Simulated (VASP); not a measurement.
# PbI2 (P-3m1) in VASP: settings compared

Aim: see how the results for PbI2 move with the level of theory and the settings. Levels: r2SCAN, HSE06. Tasks: single point.

Program: VASP 6.6.1. These are calculated values, not measurements. Logs are shortened: lines on timing, memory, paths and dates and some standing lists are left out, and cuts for length are marked.

## Step 1: The cell of the first run

The structure is trigonal, space group P-3m1 (No. 164). Conventional cell: a = 4.566 Å, b = 4.566 Å, c = 7.041 Å, α = 90.00°, β = 90.00°, γ = 120.00°. Within 4.3 Å of Pb (site symmetry -3m) lie 6 I at 3.24 Å. Within 4.3 Å of I (site symmetry 3m) lie 3 Pb at 3.24 Å and 3 I at 4.21 Å.

## Step 2: Single point, r2SCAN

POSCAR

```
PbI2
1.0
    4.5657260523      0.0000000000      0.0000000000
   -2.2828630262      3.9540347480      0.0000000000
    0.0000000000      0.0000000000      7.0410821077
Pb I
1 2
Direct
    0.0000000000      0.0000000000      0.0000000000
    0.3333333333      0.6666666667      0.2667794128
    0.6666666667      0.3333333333      0.7332205872
```

INCAR.step1

```
  ALGO = Normal
  EDIFF = 1E-5
  ENCUT = 550
  GGA = PE
  GGA_COMPAT = F
  ISMEAR = 0
  LASPH = T
  LCHARG = F
  LREAL = F
  LWAVE = T
  NBANDS = 21
  NELM = 120
  PREC = Accurate
  SIGMA = 0.01
```

INCAR.step2

```
  ALGO = Normal
  EDIFF = 1E-6
  ENCUT = 550
  GGA_COMPAT = F
  ISIF = 2
  ISMEAR = 0
  ISTART = 1
  LASPH = T
  LCHARG = T
  LELF = T
  LMIXTAU = T
  LREAL = F
  LVHAR = T
  LWAVE = F
  METAGGA = R2SCAN
  NBANDS = 21
  NELM = 120
  PREC = Accurate
  SIGMA = 0.01
```

KPOINTS

```
k-points
0
Gamma
  6 6 4
```

Potentials or basis: VASP PAW PBE potentials, release 64 (Pb_d, I).

Command:

```sh
$ cat potpaw_PBE.64/Pb_d/POTCAR potpaw_PBE.64/I/POTCAR > POTCAR
$ cp INCAR.step1 INCAR
$ mpirun -np 1 vasp_std > vasp.out
$ cp INCAR.step2 INCAR
$ mpirun -np 1 vasp_std > vasp.out
```

OUTCAR:

```text
EDIFF = 1E-6
   ENCUT = 550
   ISIF = 2
   ISMEAR = 0
   ISTART = 1
   LASPH = T
   LREAL = F
   METAGGA = R2SCAN
   NELM = 120
   PREC = Accurate

 ion  position               nearest neighbor table
   1  0.000  0.000  0.000-   2 3.24   3 3.24   3 3.24   2 3.24   3 3.24   2 3.24
   2  0.333  0.667  0.267-   1 3.24   1 3.24   1 3.24
   3  0.667  0.333  0.733-   1 3.24   1 3.24   1 3.24

  LATTYP: Found a hexagonal cell.
 ALAT       =     4.5657260523
 C/A-ratio  =     1.5421604422

  Lattice vectors:

 A1 = (   4.5657260523,   0.0000000000,   0.0000000000)
 A2 = (  -2.2828630262,   3.9540347480,   0.0000000000)
 A3 = (   0.0000000000,   0.0000000000,   7.0410821077)

Analysis of symmetry for initial positions (statically):
=====================================================================
 Subroutine PRICEL returns:
 Original cell was already a primitive cell.

 Routine SETGRP: Setting up the symmetry group for a
 hexagonal supercell.

 Subroutine GETGRP returns: Found 12 space group operations
 (whereof 12 operations were pure point group operations)
 out of a pool of 24 trial point group operations.

The static configuration has the point symmetry D_3d.

Analysis of symmetry for dynamics (positions and initial velocities):
=====================================================================
 Subroutine PRICEL returns:
 Original cell was already a primitive cell.

 Routine SETGRP: Setting up the symmetry group for a
 hexagonal supercell.

 Subroutine GETGRP returns: Found 12 space group operations
 (whereof 12 operations were pure point group operations)
 out of a pool of 24 trial point group operations.

The dynamic configuration has the point symmetry D_3d.

 Subroutine INISYM returns: Found 12 space group operations
 (whereof 12 operations are pure point group operations),
 and found     1 'primitive' translations

----------------------------------------------------------------------------------------

                                     Primitive cell

  volume of cell :     127.1129

  direct lattice vectors                    reciprocal lattice vectors
     4.565726052  0.000000000  0.000000000     0.219023215  0.126453112  0.000000000
    -2.282863026  3.954034748  0.000000000     0.000000000  0.252906225  0.000000000
     0.000000000  0.000000000  7.041082108     0.000000000  0.000000000  0.142023624

  length of vectors
     4.565726052  4.565726052  7.041082108     0.252906225  0.252906225  0.142023624

  position of ions in fractional coordinates (direct lattice)
     0.000000000  0.000000000  0.000000000
     0.333333333  0.666666667  0.266779413
     0.666666667  0.333333333  0.733220587

  ion indices of the primitive-cell ions
   primitive index   ion index
                 1           1
                 2           2
                 3           3

----------------------------------------------------------------------------------------

 KPOINTS: k-points

Automatic generation of k-mesh.
 Grid dimensions read from file:
 generate k-points for:    6    6    4

 Generating k-lattice:

  Cartesian coordinates                     Fractional coordinates (reciprocal lattice)
     0.036503869  0.021075519  0.000000000     0.166666667 -0.000000000  0.000000000
     0.000000000  0.042151037  0.000000000     0.000000000  0.166666667  0.000000000
     0.000000000  0.000000000  0.035505906     0.000000000  0.000000000  0.250000000

  Length of vectors
     0.042151037  0.042151037  0.035505906

  Shift w.r.t. Gamma in fractional coordinates (k-lattice)
     0.000000000  0.000000000  0.000000000

 Subroutine IBZKPT returns following result:
 ===========================================

 Found     24 irreducible k-points:

 Following reciprocal coordinates:
            Coordinates               Weight
  0.000000  0.000000  0.000000      1.000000
  0.166667 -0.000000  0.000000      6.000000
  0.333333 -0.000000  0.000000      6.000000
  0.500000  0.000000  0.000000      3.000000
  0.166667  0.166667  0.000000      6.000000
  0.333333  0.166667  0.000000     12.000000
[... 16 lines left out ...]
  0.333333  0.166667  0.500000     12.000000
  0.333333  0.333333  0.500000      2.000000
   k-points           NKPTS =     24   k-points in BZ     NKDIM =     24   number of bands    NBANDS=     21
   number of dos      NEDOS =    301   number of ions     NIONS =      3
   total plane-waves  NPLWV =  69984
   dimension x,y,z NGX =    36 NGY =   36 NGZ =   54
   dimension x,y,z NGXF=    72 NGYF=   72 NGZF=  108
   ions per type =               1   2
   NGX,Y,Z   is equivalent  to a cutoff of  13.11, 13.11, 12.75 a.u.
   NGXF,Y,Z  is equivalent  to a cutoff of  26.22, 26.22, 25.50 a.u.
 SYSTEM =  unknown system
   PREC   = accura    normal or accurate (medium, high low for compatibility)
   ISTART =      1    job   : 0-new  1-cont  2-samecut
   ICHARG =      0    charge: 1-file 2-atom 10-const
   ISPIN  =      1    spin polarized calculation?
   LNONCOLLINEAR =      F non collinear calculations
   LSORBIT =      F    spin-orbit coupling
   LASPH  =      T    aspherical Exc in radial PAW
   ENCUT  =  550.0 eV  40.42 Ry    6.36 a.u.   8.73  8.73 13.46*2*pi/ulx,y,z
   NELM   =    120;   NELMIN=  2; NELMDL=  0     # of ELM steps
   EDIFF  = 0.1E-05   stopping-criterion for ELM
   LREAL  =      F    real-space projection
   EDIFFG = 0.1E-04   stopping-criterion for IOM
   NSW    =      0    number of steps for IOM
   IBRION =     -1    ionic relax: 0-MD 1-quasi-New 2-CG
   NFREE  =      0    steps in history (QN), initial steepest desc. (CG)
   ISIF   =      2    stress and relaxation
   ISYM   =      2    0-nonsym 1-usesym 2-fastsym
   POTIM  = 0.5000    time-step for ionic-motion
   TEBEG  =    0.0;   TEEND  =   0.0 temperature during run
   PSTRESS=    0.0 pullay stress
   NELECT =      28.0000    total number of electrons
   NUPDOWN=      -1.0000    fix difference up-down
   EMIN   =  10.00;   EMAX   =-10.00  energy-range for DOS
   EFERMI =   0.00;   METHOD = LEGACY
   ISMEAR =     0;   SIGMA  =   0.01  broadening in eV -4-tet -1-fermi 0-gaus
   EFERMI_NEDOS =   21; number of points for ismear=-14 and -15
   IALGO  =     38    algorithm
   IMIX   =      4    mixing-type and parameters
     AMIX     =   0.40;   BMIX     =  1.00
     AMIX_MAG =   1.60;   BMIX_MAG =  1.00
  volume/ion in A,a.u.               =      42.37       285.93
  Fermi-wavevector in a.u.,A,eV,Ry     =   0.988699  1.868371 13.300055  0.977526
  Thomas-Fermi vector in A             =   2.120245
   LORBIT       =      0    0 simple, 1 ext, 2 COOP (PROOUT), +10 PAW based schemes
   METAGGA = R2SCAN    functional components
   LHFCALC =     F    Hartree Fock is set to
   AEXX    =    0.0000 exact exchange contribution
   IVDW    =     0    specifies the selected vdW correction
   LEPSILON=     F    determine dielectric tensor
   LRPA    =     F    only Hartree local field effects (RPA)
 non-spin polarized calculation
 Gauss-broadening in eV      SIGMA  =   0.01
  energy-cutoff  :      550.00
  volume of cell :      127.11
 maximum number of plane-waves:      3751
 NGX is ok and might be reduce to    36
   NGX = 17   NGY = 17   NGZ = 27

 number of electron      27.9999999 magnetization

 Free energy of the ion-electron system (eV)
  ---------------------------------------------------
  ext. energy  EPLUGINS =         0.00000000
  ---------------------------------------------------
  free energy    TOTEN  =      -107.67494896 eV

  energy without entropy =     -107.67494896  energy(sigma->0) =     -107.67494896

 E-fermi :   2.3856     XC(G=0):  -8.5113

 val. band max:        2.3091847324   @ k =   0.0000   0.0000   0.5000
 cond. band min:       4.9311601338   @ k =   0.0000   0.0000   0.5000
 fundamental gap:      2.6219754014
 Fermi energy:         2.3855662201

 k-point     1 :       0.0000    0.0000    0.0000
  band No.  band energies     occupation
      1     -14.4196      2.00000
      2     -14.4196      2.00000
      3     -14.4024      2.00000
      4     -14.3964      2.00000
      5     -14.3964      2.00000
      6     -10.2689      2.00000
[... 13 lines left out ...]
     20      10.5896      0.00000
     21      10.7320      0.00000

 k-point     2 :       0.1667   -0.0000    0.0000
  band No.  band energies     occupation
      1     -14.4293      2.00000
      2     -14.4163      2.00000
      3     -14.4004      2.00000
      4     -14.3977      2.00000
      5     -14.3952      2.00000
      6     -10.1414      2.00000
[... 13 lines left out ...]
     20      10.2491      0.00000
     21      10.8284      0.00000

 k-point     3 :       0.3333   -0.0000    0.0000
  band No.  band energies     occupation
      1     -14.4505      2.00000
      2     -14.4126      2.00000
      3     -14.4034      2.00000
      4     -14.3914      2.00000
      5     -14.3899      2.00000
      6      -9.8289      2.00000
[... 13 lines left out ...]
     20      11.1407      0.00000
     21      11.6520      0.00000

 k-point     4 :       0.5000    0.0000    0.0000
  band No.  band energies     occupation
      1     -14.4612      2.00000
      2     -14.4120      2.00000
      3     -14.4050      2.00000
      4     -14.3879      2.00000
      5     -14.3860      2.00000
      6      -9.5999      2.00000
[... 13 lines left out ...]
     20      11.9044      0.00000
     21      12.6275      0.00000

 k-point     5 :       0.1667    0.1667    0.0000
  band No.  band energies     occupation
      1     -14.4415      2.00000
      2     -14.4168      2.00000
      3     -14.3999      2.00000
      4     -14.3971      2.00000
      5     -14.3903      2.00000
      6      -9.9188      2.00000
[... 13 lines left out ...]
     20      10.8539      0.00000
     21      11.5233      0.00000

 k-point     6 :       0.3333    0.1667    0.0000
  band No.  band energies     occupation
      1     -14.4524      2.00000
      2     -14.4201      2.00000
      3     -14.4012      2.00000
      4     -14.3915      2.00000
      5     -14.3872      2.00000
      6      -9.6167      2.00000
[... 13 lines left out ...]
     20      11.1221      0.00000
     21      12.3757      0.00000

 k-point     7 :       0.3333    0.3333    0.0000
  band No.  band energies     occupation
      1     -14.4384      2.00000
      2     -14.4384      2.00000
      3     -14.3942      2.00000
      4     -14.3942      2.00000
      5     -14.3896      2.00000
      6      -9.4279      2.00000
[... 13 lines left out ...]
     20       9.9487      0.00000
     21      12.0654      0.00000
[... 291 lines left out ...]
      1     -14.4508      2.00000
      2     -14.4126      2.00000
      3     -14.4034      2.00000
      4     -14.3914      2.00000
      5     -14.3899      2.00000
      6      -9.7033      2.00000
[... 13 lines left out ...]
     20      10.6803      0.00000
     21      10.8392      0.00000

 k-point    21 :       0.5000    0.0000    0.5000
  band No.  band energies     occupation
      1     -14.4615      2.00000
      2     -14.4121      2.00000
      3     -14.4050      2.00000
      4     -14.3878      2.00000
      5     -14.3860      2.00000
      6      -9.5237      2.00000
[... 13 lines left out ...]
     20      11.1145      0.00000
     21      11.7675      0.00000

 k-point    22 :       0.1667    0.1667    0.5000
  band No.  band energies     occupation
      1     -14.4418      2.00000
      2     -14.4169      2.00000
      3     -14.4000      2.00000
      4     -14.3971      2.00000
      5     -14.3903      2.00000
      6      -9.7789      2.00000
[... 13 lines left out ...]
     20      10.4522      0.00000
     21      10.6659      0.00000

 k-point    23 :       0.3333    0.1667    0.5000
  band No.  band energies     occupation
      1     -14.4527      2.00000
      2     -14.4201      2.00000
      3     -14.4012      2.00000
      4     -14.3915      2.00000
      5     -14.3871      2.00000
      6      -9.5373      2.00000
[... 13 lines left out ...]
     20      10.9564      0.00000
     21      11.0838      0.00000

 k-point    24 :       0.3333    0.3333    0.5000
  band No.  band energies     occupation
      1     -14.4385      2.00000
      2     -14.4385      2.00000
      3     -14.3942      2.00000
      4     -14.3942      2.00000
      5     -14.3896      2.00000
      6      -9.4243      2.00000
[... 13 lines left out ...]
     20      10.4833      0.00000
     21      10.9677      0.00000

------------------------ aborting loop because EDIFF is reached ----------------------------------------

  FORCE on cell =-STRESS in cart. coord.  units (eV):
  Direction    XX          YY          ZZ          XY          YZ          ZX
  --------------------------------------------------------------------------------------
  -------------------------------------------------------------------------------------
  Total        0.5588866      0.5588866      0.5561026     -0.0000000      0.0000000      0.0000000
  in kB        7.0444080      7.0444080      7.0093184     -0.0000000      0.0000000      0.0000000
  external PRESSURE =       7.0327114 kB  Pullay stress =       0.0000000 kB

 VOLUME and BASIS-vectors are now :
 -----------------------------------------------------------------------------
  energy-cutoff  :      550.00
  volume of cell :      127.11
      direct lattice vectors                 reciprocal lattice vectors
     4.565726052  0.000000000  0.000000000     0.219023215  0.126453112  0.000000000
    -2.282863026  3.954034748  0.000000000     0.000000000  0.252906225  0.000000000
     0.000000000  0.000000000  7.041082108     0.000000000  0.000000000  0.142023624

 POSITION                                       TOTAL-FORCE (eV/Angst)
 -----------------------------------------------------------------------------------
      0.00000      0.00000      0.00000         0.000000      0.000000      0.000000
     -0.00000      2.63602      1.87842         0.000000      0.000000     -0.004625
      2.28286      1.31801      5.16267        -0.000000     -0.000000      0.004625
 -----------------------------------------------------------------------------------
    total drift:                                0.000000      0.000000      0.000000

  FREE ENERGIE OF THE ION-ELECTRON SYSTEM (eV)
  ---------------------------------------------------
  free  energy   TOTEN  =      -107.6749489593 eV

  energy  without entropy=     -107.6749489593  energy(sigma->0) =     -107.67494896
```

Wall time 4.9 min (1 thread of Intel Xeon Platinum 8259CL at 2.50GHz (Skylake/Cascade Lake), shared host); peak memory 0.31 GiB.

What came out:

| Property | Result |
| --- | --- |
| Free energy | -107.6749 eV |
| Pressure | 0.7 GPa |
| Largest force | 0.005 eV/Å |
| Band gap on the k mesh | 2.62 eV |

Forces in eV/Å, atoms in the order of the input:
```
Pb   0.000  0.000  0.000
I    0.000  0.000 -0.005
I    0.000  0.000  0.005
```

Caveat: the PAW data sets were made with another functional, which shifts forces and pressure a little; spin-orbit coupling is left out, which moves the levels of the heavy elements. A k mesh can miss the band edges.

## Step 3: Single point, HSE06

POSCAR is that of step 2.

INCAR.step1

```
SYSTEM = PbI2
PREC = Accurate
ENCUT = 400
EDIFF = 1E-5
ISMEAR = 0
SIGMA = 0.01
LREAL = .FALSE.
LASPH = .TRUE.
NELM = 120
ALGO = Normal
ISIF = 2
LWAVE = .TRUE.
LCHARG = .FALSE.
GGA = PE
NBANDS = 21
GGA_COMPAT = .FALSE.
```

INCAR.step2

```
SYSTEM = PbI2
PREC = Accurate
ENCUT = 400
EDIFF = 1E-6
ISMEAR = 0
SIGMA = 0.01
LREAL = .FALSE.
LASPH = .TRUE.
NELM = 120
ALGO = Normal
ISIF = 2
LWAVE = .FALSE.
LCHARG = .FALSE.
GGA = PE
LHFCALC = .TRUE.
HFSCREEN = 0.2079
PRECFOCK = Normal
ISTART = 1
NBANDS = 21
GGA_COMPAT = .FALSE.
```

KPOINTS

```
regular mesh
0
G
  6 6 2
  0 0 0
```

Potentials or basis: VASP PAW PBE potentials, release 64 (Pb_d, I).

Command:

```sh
$ cat potpaw_PBE.64/Pb_d/POTCAR potpaw_PBE.64/I/POTCAR > POTCAR
$ cp INCAR.step1 INCAR
$ mpirun -np 1 vasp_std > vasp.out
$ cp INCAR.step2 INCAR
$ mpirun -np 1 vasp_std > vasp.out
```

Run time: 44 min. Hardware: 1 thread of Intel Xeon Platinum 8259CL at 2.50GHz (Skylake/Cascade Lake), shared host; peak memory 0.33 GiB.

It converged, with:

```
Free energy            : -10.3362 eV
Pressure               : 0.7 GPa
Largest force          : 0.077 eV/Å
Band gap on the k mesh : 2.93 eV
```

Forces in eV/Å, atoms in the order of the input:
```
Pb   0.000  0.000  0.000
I    0.000  0.000 -0.077
I    0.000  0.000  0.077
```

Stress tensor (GPa, compression positive):
```
0.71 0.00 0.00
0.00 0.71 0.00
0.00 0.00 0.58
```

Levels at points of the mesh, in eV from the valence-band top:
| k point | band 12 | band 13 | band 14 | band 15 | band 16 | band 17 |
| --- | --- | --- | --- | --- | --- | --- |
| (0.00, 0.00, 0.00) | -1.08 | -1.08 | -0.87 | 3.18 | 4.07 | 4.07 |
| (0.50, 0.00, 0.00) | -1.76 | -0.93 | -0.45 | 3.55 | 4.38 | 5.44 |
| (0.00, 0.00, 0.50) | -0.89 | -0.89 | 0.00 | 2.93 | 3.88 | 3.88 |
| (0.50, 0.00, 0.50) | -1.49 | -1.32 | -0.80 | 3.89 | 4.44 | 4.86 |

Caveat: the k points lie up to 0.45 Å⁻¹ apart; the PAW data sets were made with another functional, which shifts forces and pressure a little; spin-orbit coupling is left out, which moves the levels of the heavy elements; this functional lacks dispersion, which binds layers or chains, so the pressure and a relaxed spacing across them are unreliable.
